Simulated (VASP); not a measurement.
# AsSe3 (Fm-3m) in VASP: notebook

AsSe3 is run at these levels: PBE; tasks: single point.

Everything below comes from runs of VASP 6.6.1. Logs are shortened: lines on timing, memory, paths and dates and some standing lists are left out, and cuts for length are marked.

## (1) The cell of the first run

The structure is cubic, space group Fm-3m (No. 225). Conventional cell: a = 6.868 Å, b = 6.868 Å, c = 6.868 Å, α = 90.00°, β = 90.00°, γ = 90.00°. Within 3.9 Å of As (site symmetry m-3m) lie 14 Se at 2.97 to 3.43 Å. Se (site symmetry -43m) has 4 As at 2.97 Å and 10 Se at 2.97 to 3.43 Å within 3.9 Å. Within 3.9 Å of Se (site symmetry m-3m) lie 8 Se at 2.97 Å and 6 As at 3.43 Å.

The cell was built from a structure type or drawn by symmetry, and may not be a known phase.

## (2) Single point, PBE

INCAR

```
SYSTEM = AsSe3
ALGO = Normal
EDIFF = 1E-6
ENCUT = 500
GGA = PE
GGA_COMPAT = .False.
ISIF = 2
ISMEAR = 0
LASPH = .True.
LCHARG = .False.
LREAL = .False.
LWAVE = .False.
NBANDS = 20
NELM = 120
PREC = Accurate
SIGMA = 0.2
```

KPOINTS

```
k-points
0
Gamma
  5 5 5
  0 0 0
```

POSCAR

```
AsSe3
1.0
    0.0000000000      3.4340859574      3.4340859574
    3.4340859574      0.0000000000      3.4340859574
    3.4340859574      3.4340859574      0.0000000000
As Se
1 3
Direct
    0.5000000000      0.5000000000      0.5000000000
    0.2500000000      0.2500000000      0.2500000000
    0.0000000000      0.0000000000      0.0000000000
    0.7500000000      0.7500000000      0.7500000000
```

Potentials or basis: VASP PAW PBE potentials, release 64 (As, Se).

Command:

```console
$ cat potpaw_PBE.64/As/POTCAR potpaw_PBE.64/Se/POTCAR > POTCAR
$ mpirun -np 1 vasp_std > vasp.out
```

OUTCAR:

```text
SYSTEM = AsSe3
   EDIFF = 1E-6
   ENCUT = 500
   GGA = PE
   ISIF = 2
   ISMEAR = 0
   LASPH = .True.
   LREAL = .False.
   NELM = 120
   PREC = Accurate

 ion  position               nearest neighbor table
   1  0.500  0.500  0.500-
   2  0.250  0.250  0.250-
   3  0.000  0.000  0.000-
   4  0.750  0.750  0.750-

  LATTYP: Found a face centered cubic cell.
 ALAT       =     6.8681719148

  Lattice vectors:

 A1 = (   0.0000000000,   3.4340859574,   3.4340859574)
 A2 = (   3.4340859574,   0.0000000000,   3.4340859574)
 A3 = (   3.4340859574,   3.4340859574,   0.0000000000)

Analysis of symmetry for initial positions (statically):
=====================================================================
 Subroutine PRICEL returns:
 Original cell was already a primitive cell.

 Routine SETGRP: Setting up the symmetry group for a
 face centered cubic supercell.

 Subroutine GETGRP returns: Found 48 space group operations
 (whereof 48 operations were pure point group operations)
 out of a pool of 48 trial point group operations.

The static configuration has the point symmetry O_h .

Analysis of symmetry for dynamics (positions and initial velocities):
=====================================================================
 Subroutine PRICEL returns:
 Original cell was already a primitive cell.

 Routine SETGRP: Setting up the symmetry group for a
 face centered cubic supercell.

 Subroutine GETGRP returns: Found 48 space group operations
 (whereof 48 operations were pure point group operations)
 out of a pool of 48 trial point group operations.

The dynamic configuration has the point symmetry O_h .

 Subroutine INISYM returns: Found 48 space group operations
 (whereof 48 operations are pure point group operations),
 and found     1 'primitive' translations

----------------------------------------------------------------------------------------

                                     Primitive cell

  volume of cell :      80.9960

  direct lattice vectors                    reciprocal lattice vectors
     0.000000000  3.434085957  3.434085957    -0.145599151  0.145599151  0.145599151
     3.434085957  0.000000000  3.434085957     0.145599151 -0.145599151  0.145599151
     3.434085957  3.434085957  0.000000000     0.145599151  0.145599151 -0.145599151

  length of vectors
     4.856530935  4.856530935  4.856530935     0.252185127  0.252185127  0.252185127

  position of ions in fractional coordinates (direct lattice)
     0.500000000  0.500000000  0.500000000
     0.250000000  0.250000000  0.250000000
     0.000000000  0.000000000  0.000000000
     0.750000000  0.750000000  0.750000000

  ion indices of the primitive-cell ions
   primitive index   ion index
                 1           1
                 2           2
                 3           3
                 4           4

----------------------------------------------------------------------------------------

 KPOINTS: k-points

Automatic generation of k-mesh.
 Grid dimensions read from file:
 generate k-points for:    5    5    5

 Generating k-lattice:

  Cartesian coordinates                     Fractional coordinates (reciprocal lattice)
    -0.029119830  0.029119830  0.029119830     0.200000000  0.000000000  0.000000000
     0.029119830 -0.029119830  0.029119830     0.000000000  0.200000000  0.000000000
     0.029119830  0.029119830 -0.029119830     0.000000000  0.000000000  0.200000000

  Length of vectors
     0.050437025  0.050437025  0.050437025

  Shift w.r.t. Gamma in fractional coordinates (k-lattice)
     0.000000000  0.000000000  0.000000000

 Subroutine IBZKPT returns following result:
 ===========================================

 Found     10 irreducible k-points:

 Following reciprocal coordinates:
            Coordinates               Weight
  0.000000  0.000000  0.000000      1.000000
  0.200000  0.000000  0.000000      8.000000
  0.400000  0.000000  0.000000      8.000000
  0.200000  0.200000  0.000000      6.000000
  0.400000  0.200000  0.000000     24.000000
 -0.400000  0.200000  0.000000     24.000000
 -0.200000  0.200000  0.000000     12.000000
  0.400000  0.400000  0.000000      6.000000
 -0.400000  0.400000  0.000000     12.000000
 -0.400000  0.400000  0.200000     24.000000
   k-points           NKPTS =     10   k-points in BZ     NKDIM =     10   number of bands    NBANDS=     20
   number of dos      NEDOS =    301   number of ions     NIONS =      4
   total plane-waves  NPLWV =  46656
   dimension x,y,z NGX =    36 NGY =   36 NGZ =   36
   dimension x,y,z NGXF=    72 NGYF=   72 NGZF=   72
   ions per type =               1   3
   NGX,Y,Z   is equivalent  to a cutoff of  12.32, 12.32, 12.32 a.u.
   NGXF,Y,Z  is equivalent  to a cutoff of  24.65, 24.65, 24.65 a.u.
 SYSTEM =  AsSe3
   PREC   = accura    normal or accurate (medium, high low for compatibility)
   ISTART =      0    job   : 0-new  1-cont  2-samecut
   ICHARG =      2    charge: 1-file 2-atom 10-const
   ISPIN  =      1    spin polarized calculation?
   LNONCOLLINEAR =      F non collinear calculations
   LSORBIT =      F    spin-orbit coupling
   LASPH  =      T    aspherical Exc in radial PAW
   ENCUT  =  500.0 eV  36.75 Ry    6.06 a.u.   8.85  8.85  8.85*2*pi/ulx,y,z
   NELM   =    120;   NELMIN=  2; NELMDL= -5     # of ELM steps
   EDIFF  = 0.1E-05   stopping-criterion for ELM
   LREAL  =      F    real-space projection
   EDIFFG = 0.1E-04   stopping-criterion for IOM
   NSW    =      0    number of steps for IOM
   IBRION =     -1    ionic relax: 0-MD 1-quasi-New 2-CG
   NFREE  =      0    steps in history (QN), initial steepest desc. (CG)
   ISIF   =      2    stress and relaxation
   ISYM   =      2    0-nonsym 1-usesym 2-fastsym
   POTIM  = 0.5000    time-step for ionic-motion
   TEBEG  =    0.0;   TEEND  =   0.0 temperature during run
   PSTRESS=    0.0 pullay stress
   NELECT =      23.0000    total number of electrons
   NUPDOWN=      -1.0000    fix difference up-down
   EMIN   =  10.00;   EMAX   =-10.00  energy-range for DOS
   EFERMI =   0.00;   METHOD = LEGACY
   ISMEAR =     0;   SIGMA  =   0.20  broadening in eV -4-tet -1-fermi 0-gaus
   EFERMI_NEDOS =   21; number of points for ismear=-14 and -15
   IALGO  =     38    algorithm
   IMIX   =      4    mixing-type and parameters
     AMIX     =   0.40;   BMIX     =  1.00
     AMIX_MAG =   1.60;   BMIX_MAG =  1.00
  volume/ion in A,a.u.               =      20.25       136.65
  Fermi-wavevector in a.u.,A,eV,Ry     =   1.076043  2.033426 15.753757  1.157868
  Thomas-Fermi vector in A             =   2.211916
   LORBIT       =      0    0 simple, 1 ext, 2 COOP (PROOUT), +10 PAW based schemes
   GGA     = PE    functional components
   LHFCALC =     F    Hartree Fock is set to
   AEXX    =    0.0000 exact exchange contribution
   IVDW    =     0    specifies the selected vdW correction
   LEPSILON=     F    determine dielectric tensor
   LRPA    =     F    only Hartree local field effects (RPA)
 non-spin polarized calculation
 Gauss-broadening in eV      SIGMA  =   0.20
  energy-cutoff  :      500.00
  volume of cell :       81.00
 maximum number of plane-waves:      2085
   NGX = 17   NGY = 17   NGZ = 17

 number of electron      23.0000002 magnetization

 Free energy of the ion-electron system (eV)
  ---------------------------------------------------
  ext. energy  EPLUGINS =         0.00000000
  ---------------------------------------------------
  free energy    TOTEN  =       -13.25184013 eV

  energy without entropy =      -13.21819078  energy(sigma->0) =      -13.23501546

 E-fermi :   5.4353     XC(G=0): -10.5820

 val. band max:        5.3907440764   @ k =   0.4000   0.0000   0.0000
 cond. band min:       5.8375920363   @ k =  -0.4000   0.4000   0.2000
 fundamental gap:      0.4468479599
 Fermi energy:         5.4352909289

 k-point     1 :       0.0000    0.0000    0.0000
  band No.  band energies     occupation
      1     -10.2485      2.00000
      2      -6.3675      2.00000
      3      -5.6410      2.00000
      4      -3.1438      2.00000
      5       1.8501      2.00000
      6       1.8501      2.00000
[... 12 lines left out ...]
     19      17.3647      0.00000
     20      18.0991      0.00000

 k-point     2 :       0.2000    0.0000    0.0000
  band No.  band energies     occupation
      1      -9.9390      2.00000
      2      -6.6374      2.00000
      3      -5.9266      2.00000
      4      -3.6416      2.00000
      5       0.8122      2.00000
      6       1.1595      2.00000
[... 12 lines left out ...]
     19      17.0739      0.00000
     20      17.0758      0.00000

 k-point     3 :       0.4000    0.0000    0.0000
  band No.  band energies     occupation
      1      -9.0777      2.00000
      2      -7.6562      2.00000
      3      -6.1907      2.00000
      4      -4.3661      2.00000
      5       0.9275      2.00000
      6       0.9275      2.00000
[... 12 lines left out ...]
     19      14.5994      0.00000
     20      16.3072      0.00000

 k-point     4 :       0.2000    0.2000    0.0000
  band No.  band energies     occupation
      1      -9.8359      2.00000
      2      -6.6339      2.00000
      3      -6.0393      2.00000
      4      -3.8645      2.00000
      5       0.1575      2.00000
      6       0.1575      2.00000
[... 107 lines left out ...]
 k-point     9 :      -0.4000    0.4000    0.0000
  band No.  band energies     occupation
      1      -7.8856      2.00000
      2      -7.7924      2.00000
      3      -7.2328      2.00000
      4      -5.3161      2.00000
      5      -0.6923      2.00000
      6       0.1452      2.00000
[... 12 lines left out ...]
     19      13.6029      0.00000
     20      13.6715      0.00000

 k-point    10 :      -0.4000    0.4000    0.2000
  band No.  band energies     occupation
      1      -8.3662      2.00000
      2      -7.3910      2.00000
      3      -7.1515      2.00000
      4      -5.2755      2.00000
      5       0.3418      2.00000
      6       0.4763      2.00000
[... 12 lines left out ...]
     19      13.8754      0.00000
     20      14.4120      0.00000

------------------------ aborting loop because EDIFF is reached ----------------------------------------

  FORCE on cell =-STRESS in cart. coord.  units (eV):
  Direction    XX          YY          ZZ          XY          YZ          ZX
  --------------------------------------------------------------------------------------
  -------------------------------------------------------------------------------------
  Total       -0.3463883     -0.3463883     -0.3463883     -0.0000000      0.0000000      0.0000000
  in kB       -6.8518895     -6.8518895     -6.8518895     -0.0000000      0.0000000      0.0000000
  external PRESSURE =      -6.8518895 kB  Pullay stress =       0.0000000 kB

 VOLUME and BASIS-vectors are now :
 -----------------------------------------------------------------------------
  energy-cutoff  :      500.00
  volume of cell :       81.00
      direct lattice vectors                 reciprocal lattice vectors
     0.000000000  3.434085957  3.434085957    -0.145599151  0.145599151  0.145599151
     3.434085957  0.000000000  3.434085957     0.145599151 -0.145599151  0.145599151
     3.434085957  3.434085957  0.000000000     0.145599151  0.145599151 -0.145599151

 POSITION                                       TOTAL-FORCE (eV/Angst)
 -----------------------------------------------------------------------------------
      3.43409      3.43409      3.43409         0.000000     -0.000000      0.000000
      1.71704      1.71704      1.71704         0.000000      0.000000      0.000000
      0.00000      0.00000      0.00000         0.000000     -0.000000      0.000000
      5.15113      5.15113      5.15113        -0.000000     -0.000000     -0.000000
 -----------------------------------------------------------------------------------
    total drift:                                0.000000      0.000000      0.000000

  FREE ENERGIE OF THE ION-ELECTRON SYSTEM (eV)
  ---------------------------------------------------
  free  energy   TOTEN  =       -13.2518401280 eV

  energy  without entropy=      -13.2181907826  energy(sigma->0) =      -13.23501546
```

It took 19 s on 1 thread of Intel Xeon Platinum 8488C (Sapphire Rapids), shared host; peak memory 0.2 GiB.

Results:

* Free energy: -13.2518 eV
* Pressure: -0.7 GPa
* Band gap on the k mesh: zero (an odd number of electrons rules out a gap without spin polarisation)

(Continued in part 2 of 2.)
